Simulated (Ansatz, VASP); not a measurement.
## LaAs in VASP and in Ansatz

```
La As
1.0
     0.00000    3.06250    3.09313
     3.06250    0.00000    3.09313
     3.06250    3.06250    0.00000
La As
1 1
Direct
  0.00000 0.00000 0.00000
  0.50000 0.50000 0.50000
```

Change from the starting cell: zz strain of +1 %.

Alike in both runs: task single point; functional PBEsol; k mesh 12 × 12 × 12; occupations fermi-dirac, width 0.05 eV; no spin polarisation.

```csv
,VASP,Ansatz
version,VASP 6.6.1,Ansatz 0.2.0
potentials or method,"VASP PAW PBE potentials, release 64 (La, As), cutoff 520 eV","all-electron LAPW, scalar-relativistic"
```

Ansatz gave:

- pressure (GPa): -1.1
- traceless stress, the component that is largest in VASP (GPa): -0.88

Task: Which values does VASP return?

Result: Pressure (GPa): -1.2; traceless stress, the component that is largest in VASP (GPa): -0.88.

VASP's potentials were made for PBE, not for PBEsol. Ansatz ran all-electron here, and VASP with PAW potentials.

Spin-orbit coupling is off throughout.
